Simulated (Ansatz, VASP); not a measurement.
## CdS in VASP and in Ansatz

```
Cd S
1.0
     2.97053    2.97053    0.00000
    -2.97053    2.97053    0.00000
     0.00000    2.97053    2.82360
Cd S
1 1
Direct
  0.00000 0.00000 0.00000
  0.75000 0.25000 0.50000
```

Change from the starting cell: film at in-plane strain +0.02.

Alike in both runs: task single point; functional PBEsol; k mesh 8 × 8 × 8; non-collinear spin, spin-orbit coupling.

```csv
,VASP,Ansatz
version,VASP 6.6.1,Ansatz 0.2.0
potentials or method,"VASP PAW PBE potentials, release 64 (Cd, S), cutoff 520 eV",all-electron LAPW
occupations,"gaussian, width 0.01 eV",fixed
```

|  | VASP | Ansatz | Ansatz less VASP |
| --- | --- | --- | --- |
| pressure (GPa) | -0.3 | -0.6 | -0.38 |
| traceless stress, the component that is largest in VASP (GPa) | 0.60 | 0.61 | +0.016 |
| net moment per atom (μB) | 0.00 | 0.00 | 0.000 |

VASP's potentials were made for PBE, not for PBEsol. Ansatz ran all-electron here, and VASP with PAW potentials.
